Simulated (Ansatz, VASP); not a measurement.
# One calculation of C, two programs

```
CELL_PARAMETERS angstrom
1.22803 0.70900 3.17966
-1.22803 0.70900 3.17966
0.00000 -1.41800 3.17966
ATOMIC_POSITIONS crystal
C 0.16400 0.16400 0.16400
C 0.83600 0.83600 0.83600
```

Change from the starting cell: strain +0.000 along x and y, -0.050 along z, atoms carried along.

Alike in both runs: task single point; functional r2SCAN; k mesh 12 × 12 × 12; occupations gaussian, width 0.05 eV; no spin polarisation.

|  | VASP | Ansatz |
| --- | --- | --- |
| version | VASP 6.6.1 | Ansatz 0.2.0 |
| potentials or method | VASP PAW PBE potentials, release 64 (C), cutoff 520 eV | scalar-relativistic, plane waves, PAW |
| valence electrons in the cell | 8 | 8 |

```csv
,VASP,Ansatz,Ansatz less VASP
gap on the k mesh at the Fermi level (eV),1.04,1.04,+0.001
least direct gap on the mesh (eV),1.04,1.04,+0.001
pressure (GPa),1.7,1.0,-0.73
"traceless stress, the component that is largest in VASP (GPa)",2.07,2.90,+0.826
rms of the force components (eV/Å),0.482,0.487,+0.0049
```

VASP's potentials were made for PBE, not for r2SCAN. Atom by atom the forces differ by 0.005 eV/Å (rms over components). With one functional, cell and mesh, what is left measures potentials, basis and numerics.
